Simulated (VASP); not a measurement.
Here is a VASP 6.6.1 calculation.

INCAR

```
SYSTEM = LuH2
ALGO = Normal
EDIFF = 1E-6
ENCUT = 520
GGA = CA
ISIF = 2
ISMEAR = -1
LASPH = .TRUE.
LCHARG = .FALSE.
LREAL = .FALSE.
LWAVE = .FALSE.
NBANDS = 20
NELM = 100
PREC = Accurate
SIGMA = 0.02
```

The input KPOINTS:

```
k-points
0
G
  8 8 8
  0 0 0
```

Contents of POSCAR:

```
LuH2
1.0
    0.0251650000      2.5290825000      2.5290825000
    2.5290825000      0.0251650000      2.5290825000
    2.5290825000      2.5290825000      0.0251650000
Lu H
1 2
Direct
    0.0000000000      0.0000000000      0.0000000000
    0.2500000000      0.2500000000      0.2500000000
    0.7500000000      0.7500000000      0.7500000000
```

Potentials or basis: VASP PAW PBE potentials, release 64 (Lu, H).

Run with:

```console
$ cat potpaw_PBE.64/Lu/POTCAR potpaw_PBE.64/H/POTCAR > POTCAR
$ mpirun -np 1 vasp_std > vasp.out
```

What does it give for the pressure?

-6.2 GPa.

What does it give for the largest force?

0.054 eV/Å.

What does it give for the band gap on the k mesh?

Zero (an odd number of electrons rules out a gap without spin polarisation).

Stress tensor (GPa, compression positive):
```
-6.23 -0.89 -0.89
-0.89 -6.23 -0.89
-0.89 -0.89 -6.23
```

Caveat: the cell differs from its parent crystal (equal xy, yz and zx shear strains of +1 %); the cell stands under tension; the PAW data sets were made with another functional, which shifts forces and pressure a little; spin-orbit coupling is left out, which moves the levels of the heavy elements.
